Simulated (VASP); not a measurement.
Runs of VASP 6.6.1 on Zn. The structure is that of space group P6_3/mmc (No. 194), or close to it. The cells are those of the table. 

```csv
cell,further INCAR settings,gap on the mesh (eV),pressure (GPa)
"a = 2.745, b = 2.745, c = 4.872 Å, angles 90.0, 90.0, 120.0°, 2 atoms",ALGO = Fast; EDIFF = 1e-06; NBANDS = 19,none,-3.5
"a = 2.705, b = 2.705, c = 4.872 Å, angles 90.0, 90.0, 120.0°, 2 atoms",ALGO = Fast; EDIFF = 1e-06; NBANDS = 19,none,-1.7
"a = 2.665, b = 2.665, c = 5.095 Å, angles 90.0, 90.0, 120.0°, 2 atoms",ALGO = Fast; EDIFF = 1e-07; NBANDS = 19,none,-1.5
"a = 2.625, b = 2.625, c = 5.095 Å, angles 90.0, 90.0, 120.0°, 2 atoms",ALGO = Fast; EDIFF = 1e-06; NBANDS = 19,none,(b)
"a = 2.705, b = 2.705, c = 4.798 Å, angles 90.0, 90.0, 120.0°, 2 atoms",ALGO = Fast; EDIFF = 1e-06; NBANDS = 19,none,-0.9
"a = 2.745, b = 2.745, c = 4.798 Å, angles 90.0, 90.0, 120.0°, 2 atoms",ALGO = Fast; EDIFF = 1e-06; NBANDS = 19,none,-2.8
"a = 2.625, b = 2.625, c = 5.021 Å, angles 90.0, 90.0, 120.0°, 2 atoms",ALGO = Fast; EDIFF = 1e-06; NBANDS = 19,none,(c)
"a = 2.665, b = 2.665, c = 5.021 Å, angles 90.0, 90.0, 120.0°, 2 atoms",ALGO = Fast; EDIFF = 1e-06; NBANDS = 19,none,(a)
```

Alike in all rows: task single point; level PBE; potentials or basis VASP PAW PBE potentials, release 64 (Zn); no spin polarisation; k mesh 24 × 24 × 10; cutoff (eV) 520; smearing gaussian 0.15 eV.

Q: Fill in the values left out.

A: (a) -0.5; (b) 1.6; (c) 2.3.

Caveats: the cell stands under tension (at least some runs).

A gap of «none» marks levels without a gap at the run's occupations.
